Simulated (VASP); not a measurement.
Set up this calculation in VASP 6.6.1, as the native input.

| Property | Result |
| --- | --- |
| Task | single point |
| Functional | PBE |
| Dispersion | D3(BJ) |
| Potentials or basis | VASP PAW PBE potentials, release 64 (Hg) |
| Cutoff | 520 eV |
| k mesh | 12 × 12 × 4 |
| Occupations | gaussian, width 0.1 eV |
| Spin | no spin polarisation |
| Dipole correction | no |
| Further INCAR settings | ALGO = Fast; EDIFF = 1e-07; NBANDS = 32 |

The structure of Hg lies in POSCAR:

```
Hg
1.0
    3.4340029418      0.0000000000      0.0000000000
   -1.7170014709      2.9739337843      0.0000000000
    0.0000000000      0.0000000000     10.9019164146
Hg
4
Direct
    0.0000000000      0.0000000000      0.0000000000
    0.3333333333      0.6666666667      0.2500000000
    0.0000000000      0.0000000000      0.5000000000
    0.6666666667      0.3333333333      0.7500000000
```

The input as run:

INCAR

```
SYSTEM = Hg
  PREC = Accurate
  ENCUT = 520
  EDIFF = 1E-7
  ISMEAR = 0
  SIGMA = 0.1
  LREAL = .FALSE.
  LASPH = .TRUE.
  NELM = 100
  ALGO = Fast
  ISIF = 2
  LWAVE = .FALSE.
  LCHARG = .FALSE.
  GGA = PE
  IVDW = 12
  NBANDS = 32
```

KPOINTS

```
regular mesh
0
G
  12 12 4
  0 0 0
```

Potentials or basis: VASP PAW PBE potentials, release 64 (Hg).

Command:

```sh
$ cat potpaw_PBE.64/Hg/POTCAR > POTCAR
$ mpirun -np 1 vasp_std > vasp.out
```

Results of the run:

```yaml
Pressure: -0.9 GPa
Band_gap_on_the_k_mesh: zero (bands 24 and 25 overlap by 0.47 eV)
Dispersion_energy_per_atom: -0.377 eV
```

Caveat: spin-orbit coupling is left out, which moves the levels of the heavy elements.

Wall time 76 s on 1 thread of Intel(R) Xeon(R) 6975P-C (Granite Rapids), with other jobs on the host, peak memory 0.33 GiB.
